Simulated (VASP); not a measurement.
# Be2CdO3 (Cmc2_1) in VASP: notebook, part 2 of 2

VASP 6.6.1.

## 3. Relaxation of cell and atoms, PBE

Contents of INCAR:

```
PREC = Accurate ; ENCUT = 600
EDIFF = 1E-7 ; ISMEAR = 0
SIGMA = 0.01 ; LREAL = False
LASPH = True ; NELM = 120
ALGO = Normal ; ISIF = 3
LWAVE = False ; LCHARG = False
GGA = PE ; IBRION = 2
NSW = 80 ; EDIFFG = -0.001
GGA_COMPAT = False ; NELMIN = 4
```

Contents of KPOINTS:

```
Automatic mesh
0
Gamma
  6 6 6
```

Contents of POSCAR:

```
Be2CdO3
1.0
    4.5469145123     -2.5949206270      0.0000000000
    4.5469145123      2.5949206270      0.0000000000
    0.0000000000      0.0000000000      4.7271711117
Be Cd O
4 2 6
Direct
    0.4747519816      0.1655757361      0.4964278606
    0.1655757361      0.4747519816      0.9964278606
    0.5252480184      0.8344242639      0.9964278606
    0.8344242639      0.5252480184      0.4964278606
    0.1888049640      0.8111950360      0.5129552536
    0.8111950360      0.1888049640      0.0129552536
    0.1592032673      0.4191277310      0.6474148156
    0.5808722690      0.8407967327      0.6474148156
    0.7469130650      0.2530869350      0.5396593943
    0.4191277310      0.1592032673      0.1474148156
    0.8407967327      0.5808722690      0.1474148156
    0.2530869350      0.7469130650      0.0396593943
```

Potentials or basis: VASP PAW PBE potentials, release 64 (Be, Cd, O).

The run is started by

```console
$ cat potpaw_PBE.64/Be/POTCAR potpaw_PBE.64/Cd/POTCAR potpaw_PBE.64/O/POTCAR > POTCAR
$ mpirun -np 1 vasp_std > vasp.out
```

OUTCAR:

```text
PREC = Accurate
   ENCUT = 600
   EDIFF = 1E-7
   ISMEAR = 0
   LREAL = False
   LASPH = True
   NELM = 120
   ISIF = 3
   GGA = PE
   IBRION = 2
   NSW = 80
   EDIFFG = -0.001
   NELMIN = 4

 ion  position               nearest neighbor table
   1  0.475  0.166  0.496-   8 1.66   7 1.66  10 1.68   9 1.72   5 2.92   5 2.92   6 2.93   6 3.05

   2  0.166  0.475  0.996-  11 1.66  10 1.66   7 1.68  12 1.72   6 2.92   6 2.92   5 2.93   5 3.05

   3  0.525  0.834  0.996-  10 1.66  11 1.66   8 1.68  12 1.72   6 2.92   6 2.92   5 2.93   5 3.05

   4  0.834  0.525  0.496-   7 1.66   8 1.66  11 1.68   9 1.72   5 2.92   5 2.92   6 2.93   6 3.05

   5  0.189  0.811  0.513-   7 2.23   8 2.23  12 2.26   9 2.30  12 2.51   1 2.92   4 2.92   4 2.92
                             1 2.92   2 2.93   3 2.93   3 3.05   2 3.05   6 3.07   6 3.07
   6  0.811  0.189  0.013-  10 2.23  11 2.23   9 2.26  12 2.30   9 2.51   2 2.92   3 2.92   3 2.92
                             2 2.92   4 2.93   1 2.93   4 3.05   1 3.05   5 3.07   5 3.07
   7  0.159  0.419  0.647-   4 1.66   1 1.66   2 1.68   5 2.23
   8  0.581  0.841  0.647-   1 1.66   4 1.66   3 1.68   5 2.23
   9  0.747  0.253  0.540-   1 1.72   4 1.72   6 2.26   5 2.30   6 2.51
  10  0.419  0.159  0.147-   3 1.66   2 1.66   1 1.68   6 2.23
  11  0.841  0.581  0.147-   2 1.66   3 1.66   4 1.68   6 2.23
  12  0.253  0.747  0.040-   2 1.72   3 1.72   5 2.26   6 2.30   5 2.51

  LATTYP: Found a base centered orthorhombic cell.
 ALAT       =     5.1898412540
 B/A-ratio  =     1.7522364519
 C/A-ratio  =     0.9108508103

  Lattice vectors:

 A1 = (  -4.5469145123,  -2.5949206270,   0.0000000000)
 A2 = (   4.5469145123,  -2.5949206270,   0.0000000000)
 A3 = (   0.0000000000,   0.0000000000,   4.7271711117)

Analysis of symmetry for initial positions (statically):
=====================================================================
 Subroutine PRICEL returns:
 Original cell was already a primitive cell.

 Routine SETGRP: Setting up the symmetry group for a
 base centered orthorhombic supercell.

 Subroutine GETGRP returns: Found  4 space group operations
 (whereof  2 operations were pure point group operations)
 out of a pool of  8 trial point group operations.

The static configuration has the point symmetry C_1h.
 The point group associated with its full space group is C_2v.

Analysis of symmetry for dynamics (positions and initial velocities):
=====================================================================
 Subroutine PRICEL returns:
 Original cell was already a primitive cell.

 Routine SETGRP: Setting up the symmetry group for a
 base centered orthorhombic supercell.

 Subroutine GETGRP returns: Found  4 space group operations
 (whereof  2 operations were pure point group operations)
 out of a pool of  8 trial point group operations.

The dynamic configuration has the point symmetry C_1h.
 The point group associated with its full space group is C_2v.

 Subroutine INISYM returns: Found  4 space group operations
 (whereof  2 operations are pure point group operations),
 and found     1 'primitive' translations

----------------------------------------------------------------------------------------

                                     Primitive cell

  volume of cell :     111.5507
[... 90 lines left out ...]
 [... further k-points ...]
   k-points           NKPTS =     52   k-points in BZ     NKDIM =     52   number of bands    NBANDS=     41
   number of dos      NEDOS =    301   number of ions     NIONS =     12
   total plane-waves  NPLWV =  70560
   dimension x,y,z NGX =    42 NGY =   42 NGZ =   40
   dimension x,y,z NGXF=    84 NGYF=   84 NGZF=   80
   ions per type =               4   2   6
   NGX,Y,Z   is equivalent  to a cutoff of  13.34, 13.34, 14.07 a.u.
   NGXF,Y,Z  is equivalent  to a cutoff of  26.67, 26.67, 28.13 a.u.
 SYSTEM =  unknown system
   PREC   = accura    normal or accurate (medium, high low for compatibility)
   ISTART =      0    job   : 0-new  1-cont  2-samecut
   ICHARG =      2    charge: 1-file 2-atom 10-const
   ISPIN  =      1    spin polarized calculation?
   LNONCOLLINEAR =      F non collinear calculations
   LSORBIT =      F    spin-orbit coupling
   LASPH  =      T    aspherical Exc in radial PAW
   ENCUT  =  600.0 eV  44.10 Ry    6.64 a.u.  10.46 10.46  9.44*2*pi/ulx,y,z
   NELM   =    120;   NELMIN=  4; NELMDL= -5     # of ELM steps
   EDIFF  = 0.1E-06   stopping-criterion for ELM
   LREAL  =      F    real-space projection
   EDIFFG = -.1E-02   stopping-criterion for IOM
   NSW    =     80    number of steps for IOM
   IBRION =      2    ionic relax: 0-MD 1-quasi-New 2-CG
   NFREE  =      1    steps in history (QN), initial steepest desc. (CG)
   ISIF   =      3    stress and relaxation
   ISYM   =      2    0-nonsym 1-usesym 2-fastsym
   POTIM  = 0.5000    time-step for ionic-motion
   TEBEG  =    0.0;   TEEND  =   0.0 temperature during run
   PSTRESS=    0.0 pullay stress
   NELECT =      68.0000    total number of electrons
   NUPDOWN=      -1.0000    fix difference up-down
   EMIN   =  10.00;   EMAX   =-10.00  energy-range for DOS
   EFERMI =   0.00;   METHOD = LEGACY
   ISMEAR =     0;   SIGMA  =   0.01  broadening in eV -4-tet -1-fermi 0-gaus
   EFERMI_NEDOS =   21; number of points for ismear=-14 and -15
   IALGO  =     38    algorithm
   IMIX   =      4    mixing-type and parameters
     AMIX     =   0.40;   BMIX     =  1.00
     AMIX_MAG =   1.60;   BMIX_MAG =  1.00
  volume/ion in A,a.u.               =       9.30        62.73
  Fermi-wavevector in a.u.,A,eV,Ry     =   1.388099  2.623127 26.215958  1.926819
  Thomas-Fermi vector in A             =   2.512257
   LORBIT       =      0    0 simple, 1 ext, 2 COOP (PROOUT), +10 PAW based schemes
   GGA     = PE    functional components
   LHFCALC =     F    Hartree Fock is set to
   AEXX    =    0.0000 exact exchange contribution
   IVDW    =     0    specifies the selected vdW correction
   LEPSILON=     F    determine dielectric tensor
   LRPA    =     F    only Hartree local field effects (RPA)
 conjugate gradient relaxation of ions
 non-spin polarized calculation
 Gauss-broadening in eV      SIGMA  =   0.01
  energy-cutoff  :      600.00
  volume of cell :      111.55
 maximum number of plane-waves:      3747
 NGX is ok and might be reduce to    42
   NGX = 21   NGY = 21   NGZ = 19

--------------------------------------- Ionic step        1  -------------------------------------------

 number of electron      67.9999999 magnetization

 Free energy of the ion-electron system (eV)
  ---------------------------------------------------
  ext. energy  EPLUGINS =         0.00000000
  ---------------------------------------------------
  free energy    TOTEN  =       -71.72901080 eV

  energy without entropy =      -71.72901080  energy(sigma->0) =      -71.72901080

------------------------ aborting loop because EDIFF is reached ----------------------------------------

  FORCE on cell =-STRESS in cart. coord.  units (eV):
  Direction    XX          YY          ZZ          XY          YZ          ZX
  --------------------------------------------------------------------------------------
  -------------------------------------------------------------------------------------
  Total        0.5009651      0.3793240      0.4811081      0.0000000      0.0000000      0.0000000
  in kB        7.1952504      5.4481456      6.9100484      0.0000000      0.0000000      0.0000000
  external PRESSURE =       6.5178148 kB  Pullay stress =       0.0000000 kB
[... 355 lines left out ...]
--------------------------------------- Ionic step        9  -------------------------------------------

 number of electron      67.9999999 magnetization

 Free energy of the ion-electron system (eV)
  ---------------------------------------------------
  ext. energy  EPLUGINS =         0.00000000
  ---------------------------------------------------
  free energy    TOTEN  =       -71.73121625 eV

  energy without entropy =      -71.73121625  energy(sigma->0) =      -71.73121625

 E-fermi :   2.6028     XC(G=0): -11.2286

 val. band max:        2.5400162505   @ k =   0.1667   0.1667   0.5000
 cond. band min:       4.4874894797   @ k =   0.0000   0.0000   0.0000
 fundamental gap:      1.9474732293
 Fermi energy:         2.6028363795

 k-point     1 :       0.0000    0.0000    0.0000
  band No.  band energies     occupation
      1     -15.5769      2.00000
      2     -14.3185      2.00000
      3     -14.1301      2.00000
      4     -14.0599      2.00000
      5     -14.0450      2.00000
      6     -14.0323      2.00000
[... 1045 lines left out ...]
     40      11.9100      0.00000
     41      12.9679      0.00000

 [... further k-points ...]

------------------------ aborting loop because EDIFF is reached ----------------------------------------

  FORCE on cell =-STRESS in cart. coord.  units (eV):
  Direction    XX          YY          ZZ          XY          YZ          ZX
  --------------------------------------------------------------------------------------
  -------------------------------------------------------------------------------------
  Total        0.0097531     -0.0028163      0.0067932      0.0000000      0.0000000      0.0000000
  in kB        0.1396834     -0.0403355      0.0972921      0.0000000      0.0000000      0.0000000
  external PRESSURE =       0.0655466 kB  Pullay stress =       0.0000000 kB
[... 27 lines left out ...]
  FREE ENERGIE OF THE ION-ELECTRON SYSTEM (eV)
  ---------------------------------------------------
  free  energy   TOTEN  =       -71.7312162478 eV

  energy  without entropy=      -71.7312162478  energy(sigma->0) =      -71.73121625

 reached required accuracy - stopping structural energy minimisation
```

Wall time 16 min (1 thread of Oxide Virtual Turin-like, shared host); peak memory 0.39 GiB.

What came out:

```
Free energy                           : -71.7312 eV
Relaxed volume                        : 9.32 Å³/atom
Relaxed cell                          : a = 5.240 Å, b = 5.240 Å, c = 4.732 Å, α = 90.00°, β = 90.00°, γ = 59.44°
Space group after relaxing (to 0.1 Å) : Cmc2_1 (No. 36)
Energy gained by relaxing             : 0.2 meV/atom
Ionic steps                           : 9
Pressure after relaxing               : 0.0 GPa
Band gap on the k mesh                : 1.95 eV (least direct gap 2.40 eV)
```

Step by step:
```
step  energy change (eV)  largest force (eV/Å)  pressure (GPa)  volume (Å³)
   1              0.0000                0.0718            0.65       111.55
   2             -0.0015                0.0350           -0.35       112.16
   3             -0.0016                0.0399           -0.16       112.04
   4             -0.0019                0.0245           -0.09       111.97
   5             -0.0022                0.0090            0.03       111.86
   6             -0.0022                0.0036           -0.01       111.88
   7             -0.0022                0.0029           -0.02       111.89
   8             -0.0022                0.0011            0.01       111.87
   9             -0.0022                0.0009            0.01       111.87
```

Final structure:
```xyz
12
Lattice="4.5506 -2.5975 0.0000 4.5506 2.5975 0.0000 0.0000 0.0000 4.7321" Properties=species:S:1:pos:R:3 pbc="T T T"
Be    2.9124   -0.8022    2.3496
Be    2.9124    0.8022    4.7156
Be    6.1888    0.8022    4.7156
Be    6.1888   -0.8022    2.3496
Cd    4.5506    1.6174    2.4256
Cd    4.5506   -1.6174    0.0595
O     2.6253    0.6726    3.0663
O     6.4759    0.6726    3.0663
O     4.5506   -1.2758    2.5492
O     2.6253   -0.6726    0.7002
O     6.4759   -0.6726    0.7002
O     4.5506    1.2758    0.1832
```

Levels at points of the mesh, in eV from the valence-band top:
```
           k point  band 31  band 32  band 33  band 34  band 35  band 36  band 37  band 38
(0.00, 0.00, 0.00)    -0.87    -0.52    -0.51    -0.45     1.95     5.50     8.91     9.12
(0.50, 0.00, 0.00)    -1.08    -1.07    -0.65    -0.28     4.23     5.16     8.29     8.37
(0.50, 0.50, 0.00)    -1.16    -1.14    -0.34    -0.33     4.11     5.23     6.55     8.68
(0.00, 0.00, 0.50)    -0.81    -0.81    -0.11    -0.11     4.52     4.52     8.65     8.65
(0.50, 0.00, 0.50)    -0.65    -0.65    -0.15    -0.15     5.31     5.31     7.14     7.14
(0.50, 0.50, 0.50)    -0.72    -0.72    -0.34    -0.34     5.41     5.41     7.51     7.51
```

A k mesh can miss the band edges.
